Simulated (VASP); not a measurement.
# SnS (Pnma) in VASP: single point with r2SCAN

Aim: the single point of SnS with r2SCAN.

Everything below comes from runs of VASP 6.6.1. Logs are shortened: lines on timing, memory, paths and dates and some standing lists are left out, and cuts for length are marked.

**The experiment to reproduce.**

“Linear dichroism of the optical properties of SnS and SnSe van der Waals crystals”, 2024, arxiv:2409.17412 reports, for a bulk crystal of SnS at 300 K: band gap 1.09 eV (indirect).

The results are compared with them further down.

## 1. The cell of the first run

The structure is orthorhombic, space group Pnma (No. 62). The conventional cell has a = 11.342 Å, b = 3.956 Å, c = 4.552 Å, α = 90.00°, β = 90.00°, γ = 90.00°. Sn (site symmetry m) has 6 S at 2.64 to 3.48 Å and 2 Sn at 3.60 Å within 3.6 Å. S (site symmetry m) has 6 Sn at 2.64 to 3.48 Å within 3.5 Å.

## 2. Single point, r2SCAN

The input, POSCAR:

```
SnS
1.0
   11.3421921038      0.0000000000      0.0000000000
    0.0000000000      3.9563126059      0.0000000000
    0.0000000000      0.0000000000      4.5519111897
Sn S
4 4
Direct
    0.1207693757      0.2500000000      0.1356761725
    0.3792306243      0.7500000000      0.6356761725
    0.6207693757      0.2500000000      0.3643238275
    0.8792306243      0.7500000000      0.8643238275
    0.8480132041      0.2500000000      0.4875878584
    0.6519867959      0.7500000000      0.9875878584
    0.3480132041      0.2500000000      0.0124121416
    0.1519867959      0.7500000000      0.5124121416
```

The input, INCAR.step1:

```
  ALGO = Normal
  EDIFF = 1E-5
  ENCUT = 550
  GGA = PE
  GGA_COMPAT = F
  ISMEAR = -1
  LASPH = T
  LCHARG = F
  LREAL = F
  LWAVE = T
  NBANDS = 50
  NELM = 120
  PREC = Accurate
  SIGMA = 0.02
```

The input, INCAR.step2:

```
  ALGO = Normal
  EDIFF = 1E-6
  ENCUT = 550
  GGA_COMPAT = F
  ISIF = 2
  ISMEAR = -1
  ISTART = 1
  LASPH = T
  LCHARG = F
  LMIXTAU = T
  LREAL = F
  LWAVE = F
  METAGGA = R2SCAN
  NBANDS = 50
  NELM = 120
  PREC = Accurate
  SIGMA = 0.02
```

The input, KPOINTS:

```
k-points
0
Gamma
  4 8 6
```

Potentials or basis: VASP PAW PBE potentials, release 64 (Sn_d, S).

Launch:

```sh
$ cat potpaw_PBE.64/Sn_d/POTCAR potpaw_PBE.64/S/POTCAR > POTCAR
$ cp INCAR.step1 INCAR
$ mpirun -np 1 vasp_std > vasp.out
$ cp INCAR.step2 INCAR
$ mpirun -np 1 vasp_std > vasp.out
```

OUTCAR:

```text
EDIFF = 1E-6
   ENCUT = 550
   ISIF = 2
   ISMEAR = -1
   ISTART = 1
   LASPH = T
   LREAL = F
   METAGGA = R2SCAN
   NELM = 120
   PREC = Accurate

 ion  position               nearest neighbor table
   1  0.121  0.250  0.136-   7 2.64   8 2.64   8 2.64   4 3.60   4 3.60
   2  0.379  0.750  0.636-   8 2.64   7 2.64   7 2.64   3 3.60   3 3.60
   3  0.621  0.250  0.364-   5 2.64   6 2.64   6 2.64   2 3.60   2 3.60
   4  0.879  0.750  0.864-   6 2.64   5 2.64   5 2.64   1 3.60   1 3.60
   5  0.848  0.250  0.488-   3 2.64   4 2.64   4 2.64
   6  0.652  0.750  0.988-   4 2.64   3 2.64   3 2.64
   7  0.348  0.250  0.012-   1 2.64   2 2.64   2 2.64
   8  0.152  0.750  0.512-   2 2.64   1 2.64   1 2.64

  LATTYP: Found a simple orthorhombic cell.
 ALAT       =     3.9563126059
 B/A-ratio  =     1.1505438632
 C/A-ratio  =     2.8668594304

  Lattice vectors:

 A1 = (   0.0000000000,   3.9563126059,   0.0000000000)
 A2 = (   0.0000000000,   0.0000000000,   4.5519111897)
 A3 = (  11.3421921038,   0.0000000000,   0.0000000000)

Analysis of symmetry for initial positions (statically):
=====================================================================
 Subroutine PRICEL returns:
 Original cell was already a primitive cell.

 Routine SETGRP: Setting up the symmetry group for a
 simple orthorhombic supercell.

 Subroutine GETGRP returns: Found  8 space group operations
 (whereof  2 operations were pure point group operations)
 out of a pool of  8 trial point group operations.

The static configuration has the point symmetry S_2 .
 The point group associated with its full space group is D_2h.

Analysis of symmetry for dynamics (positions and initial velocities):
=====================================================================
 Subroutine PRICEL returns:
 Original cell was already a primitive cell.

 Routine SETGRP: Setting up the symmetry group for a
 simple orthorhombic supercell.

 Subroutine GETGRP returns: Found  8 space group operations
 (whereof  2 operations were pure point group operations)
 out of a pool of  8 trial point group operations.

The dynamic configuration has the point symmetry S_2 .
 The point group associated with its full space group is D_2h.

 Subroutine INISYM returns: Found  8 space group operations
 (whereof  2 operations are pure point group operations),
 and found     1 'primitive' translations

----------------------------------------------------------------------------------------

                                     Primitive cell

  volume of cell :     204.2591

  direct lattice vectors                    reciprocal lattice vectors
    11.342192104  0.000000000  0.000000000     0.088166378  0.000000000  0.000000000
     0.000000000  3.956312606  0.000000000     0.000000000  0.252760613  0.000000000
     0.000000000  0.000000000  4.551911190     0.000000000  0.000000000  0.219687942

  length of vectors
    11.342192104  3.956312606  4.551911190     0.088166378  0.252760613  0.219687942

  position of ions in fractional coordinates (direct lattice)
     0.120769376  0.250000000  0.135676172
     0.379230624  0.750000000  0.635676172
     0.620769376  0.250000000  0.364323828
     0.879230624  0.750000000  0.864323828
     0.848013204  0.250000000  0.487587858
     0.651986796  0.750000000  0.987587858
     0.348013204  0.250000000  0.012412142
     0.151986796  0.750000000  0.512412142

  ion indices of the primitive-cell ions
   primitive index   ion index
                 1           1
                 2           2
                 3           3
                 4           4
                 5           5
                 6           6
                 7           7
                 8           8

----------------------------------------------------------------------------------------

 KPOINTS: k-points

Automatic generation of k-mesh.
 Grid dimensions read from file:
 generate k-points for:    4    8    6

 Generating k-lattice:

  Cartesian coordinates                     Fractional coordinates (reciprocal lattice)
     0.022041595  0.000000000  0.000000000     0.250000000  0.000000000  0.000000000
     0.000000000  0.031595077  0.000000000     0.000000000  0.125000000  0.000000000
     0.000000000  0.000000000  0.036614657     0.000000000  0.000000000  0.166666667

  Length of vectors
     0.022041595  0.031595077  0.036614657

  Shift w.r.t. Gamma in fractional coordinates (k-lattice)
     0.000000000  0.000000000  0.000000000

 Subroutine IBZKPT returns following result:
 ===========================================

 Found     60 irreducible k-points:

 Following reciprocal coordinates:
            Coordinates               Weight
  0.000000  0.000000  0.000000      1.000000
  0.250000  0.000000  0.000000      2.000000
  0.500000  0.000000  0.000000      1.000000
  0.000000  0.125000  0.000000      2.000000
  0.250000  0.125000  0.000000      4.000000
  0.500000  0.125000  0.000000      2.000000
[... 16 lines left out ...]
  0.250000  0.250000  0.166667      8.000000
  0.500000  0.250000  0.166667      4.000000
 [... further k-points ...]
   k-points           NKPTS =     60   k-points in BZ     NKDIM =     60   number of bands    NBANDS=     50
   number of dos      NEDOS =    301   number of ions     NIONS =      8
   total plane-waves  NPLWV =  97200
   dimension x,y,z NGX =    90 NGY =   30 NGZ =   36
   dimension x,y,z NGXF=   180 NGYF=   60 NGZF=   72
   ions per type =               4   4
   NGX,Y,Z   is equivalent  to a cutoff of  13.19, 12.61, 13.15 a.u.
   NGXF,Y,Z  is equivalent  to a cutoff of  26.38, 25.21, 26.30 a.u.
 SYSTEM =  unknown system
   PREC   = accura    normal or accurate (medium, high low for compatibility)
   ISTART =      1    job   : 0-new  1-cont  2-samecut
   ICHARG =      0    charge: 1-file 2-atom 10-const
   ISPIN  =      1    spin polarized calculation?
   LNONCOLLINEAR =      F non collinear calculations
   LSORBIT =      F    spin-orbit coupling
   LASPH  =      T    aspherical Exc in radial PAW
   ENCUT  =  550.0 eV  40.42 Ry    6.36 a.u.  21.69  7.57  8.70*2*pi/ulx,y,z
   NELM   =    120;   NELMIN=  2; NELMDL=  0     # of ELM steps
   EDIFF  = 0.1E-05   stopping-criterion for ELM
   LREAL  =      F    real-space projection
[... 7 lines left out ...]
   TEBEG  =    0.0;   TEEND  =   0.0 temperature during run
   PSTRESS=    0.0 pullay stress
   NELECT =      80.0000    total number of electrons
   NUPDOWN=      -1.0000    fix difference up-down
   EMIN   =  10.00;   EMAX   =-10.00  energy-range for DOS
   EFERMI =   0.00;   METHOD = LEGACY
   ISMEAR =    -1;   SIGMA  =   0.02  broadening in eV -4-tet -1-fermi 0-gaus
   EFERMI_NEDOS =   21; number of points for ismear=-14 and -15
   IALGO  =     38    algorithm
   IMIX   =      4    mixing-type and parameters
     AMIX     =   0.40;   BMIX     =  1.00
     AMIX_MAG =   1.60;   BMIX_MAG =  1.00
  volume/ion in A,a.u.               =      25.53       172.30
  Fermi-wavevector in a.u.,A,eV,Ry     =   1.197782  2.263479 19.520022  1.434681
  Thomas-Fermi vector in A             =   2.333688
   LORBIT       =      0    0 simple, 1 ext, 2 COOP (PROOUT), +10 PAW based schemes
   METAGGA = R2SCAN    functional components
   LHFCALC =     F    Hartree Fock is set to
   AEXX    =    0.0000 exact exchange contribution
   IVDW    =     0    specifies the selected vdW correction
   LEPSILON=     F    determine dielectric tensor
   LRPA    =     F    only Hartree local field effects (RPA)
 non-spin polarized calculation
  energy-cutoff  :      550.00
  volume of cell :      204.26
 maximum number of plane-waves:      6025
 NGX is ok and might be reduce to    90
   NGX = 43   NGY = 15   NGZ = 17

 number of electron      80.0000001 magnetization

 Free energy of the ion-electron system (eV)
  ---------------------------------------------------
  ext. energy  EPLUGINS =         0.00000000
  ---------------------------------------------------
  free energy    TOTEN  =      -134.88767767 eV

  energy without entropy =     -134.88767767  energy(sigma->0) =     -134.88767767

 E-fermi :   5.8833     XC(G=0): -10.1431

 val. band max:        5.3986948963   @ k =   0.0000   0.0000   0.5000
 cond. band min:       6.6642795366   @ k =   0.0000   0.3750   0.0000
 fundamental gap:      1.2655846404
 Fermi energy:         5.8833268116

 k-point     1 :       0.0000    0.0000    0.0000
  band No.  band energies     occupation
      1     -16.4569      2.00000
      2     -16.4421      2.00000
      3     -16.4305      2.00000
      4     -16.4215      2.00000
      5     -16.4189      2.00000
      6     -16.4158      2.00000
[... 42 lines left out ...]
     49      10.7956      0.00000
     50      11.3295      0.00000

 k-point     2 :       0.2500    0.0000    0.0000
  band No.  band energies     occupation
      1     -16.4553      2.00000
      2     -16.4453      2.00000
      3     -16.4282      2.00000
      4     -16.4224      2.00000
      5     -16.4187      2.00000
      6     -16.4166      2.00000
[... 42 lines left out ...]
     49      10.9154      0.00000
     50      11.1484      0.00000

 k-point     3 :       0.5000    0.0000    0.0000
  band No.  band energies     occupation
      1     -16.4508      2.00000
      2     -16.4508      2.00000
      3     -16.4248      2.00000
      4     -16.4248      2.00000
      5     -16.4178      2.00000
      6     -16.4178      2.00000
[... 42 lines left out ...]
     49      10.6192      0.00000
     50      10.6192      0.00000

 k-point     4 :       0.0000    0.1250    0.0000
  band No.  band energies     occupation
      1     -16.4524      2.00000
      2     -16.4398      2.00000
      3     -16.4258      2.00000
      4     -16.4223      2.00000
      5     -16.4192      2.00000
      6     -16.4173      2.00000
[... 999 lines left out ...]
 k-point    23 :       0.2500    0.2500    0.1667
  band No.  band energies     occupation
      1     -16.4429      2.00000
      2     -16.4389      2.00000
      3     -16.4310      2.00000
      4     -16.4293      2.00000
      5     -16.4174      2.00000
      6     -16.4161      2.00000
[... 42 lines left out ...]
     49      10.0382      0.00000
     50      10.4841      0.00000

 k-point    24 :       0.5000    0.2500    0.1667
  band No.  band energies     occupation
      1     -16.4410      2.00000
      2     -16.4410      2.00000
      3     -16.4301      2.00000
      4     -16.4301      2.00000
      5     -16.4170      2.00000
      6     -16.4170      2.00000
[... 42 lines left out ...]
     49      10.2225      0.00000
     50      10.2225      0.00000

 [... further k-points ...]

------------------------ aborting loop because EDIFF is reached ----------------------------------------

  FORCE on cell =-STRESS in cart. coord.  units (eV):
  Direction    XX          YY          ZZ          XY          YZ          ZX
  --------------------------------------------------------------------------------------
  -------------------------------------------------------------------------------------
  Total       -0.0443681     -0.0530064      0.0010692      0.0000000     -0.0000000      0.0000000
  in kB       -0.3480168     -0.4157742      0.0083863      0.0000000     -0.0000000      0.0000000
  external PRESSURE =      -0.2518016 kB  Pullay stress =       0.0000000 kB

 VOLUME and BASIS-vectors are now :
 -----------------------------------------------------------------------------
  energy-cutoff  :      550.00
  volume of cell :      204.26
      direct lattice vectors                 reciprocal lattice vectors
    11.342192104  0.000000000  0.000000000     0.088166378  0.000000000  0.000000000
     0.000000000  3.956312606  0.000000000     0.000000000  0.252760613  0.000000000
     0.000000000  0.000000000  4.551911190     0.000000000  0.000000000  0.219687942

 POSITION                                       TOTAL-FORCE (eV/Angst)
 -----------------------------------------------------------------------------------
      1.36979      0.98908      0.61759        -0.006653     -0.000000     -0.009559
      4.30131      2.96723      2.89354         0.006653      0.000000     -0.009559
      7.04089      0.98908      1.65837        -0.006653      0.000000      0.009559
      9.97240      2.96723      3.93433         0.006653     -0.000000      0.009559
      9.61833      0.98908      2.21946         0.003007      0.000000     -0.009986
      7.39496      2.96723      4.49541        -0.003007      0.000000     -0.009986
      3.94723      0.98908      0.05650         0.003007      0.000000      0.009986
      1.72386      2.96723      2.33245        -0.003007     -0.000000      0.009986
 -----------------------------------------------------------------------------------
    total drift:                               -0.000000      0.000000      0.000000

  FREE ENERGIE OF THE ION-ELECTRON SYSTEM (eV)
  ---------------------------------------------------
  free  energy   TOTEN  =      -134.8876776700 eV

  energy  without entropy=     -134.8876776700  energy(sigma->0) =     -134.88767767
```

It took 22 min on 1 thread of Intel Xeon Platinum 8488C (Sapphire Rapids), shared host; peak memory 0.67 GiB.

Results:

```
Free energy            : -134.8877 eV
Pressure               : 0.0 GPa
Largest force          : 0.012 eV/Å
Band gap on the k mesh : 1.27 eV (least direct gap 1.76 eV)
```

Forces in eV/Å, atoms in the order of the input:
```
Sn  -0.007  0.000 -0.010
Sn   0.007  0.000 -0.010
Sn  -0.007  0.000  0.010
Sn   0.007  0.000  0.010
S    0.003  0.000 -0.010
S   -0.003  0.000 -0.010
S    0.003  0.000  0.010
S   -0.003  0.000  0.010
```

Caveat: the PAW data sets were made with another functional, which shifts forces and pressure a little; spin-orbit coupling is left out, which moves the levels of the heavy elements.

## 3. Against experiment

Step 2. Measured gap of SnS: 1.09 eV (indirect; 300 K; “Linear dichroism of the optical properties of SnS and SnSe van der Waals crystals”, 2024, arxiv:2409.17412). This calculation gives 1.27 eV (+0.18 eV). 2 values of this kind are on record (1.09 to 1.16 eV); this one was drawn at random. Spin-orbit coupling on Sn is left out. The value is that of r2SCAN on a finite k mesh, which can miss the band edges, without temperature or zero-point motion.
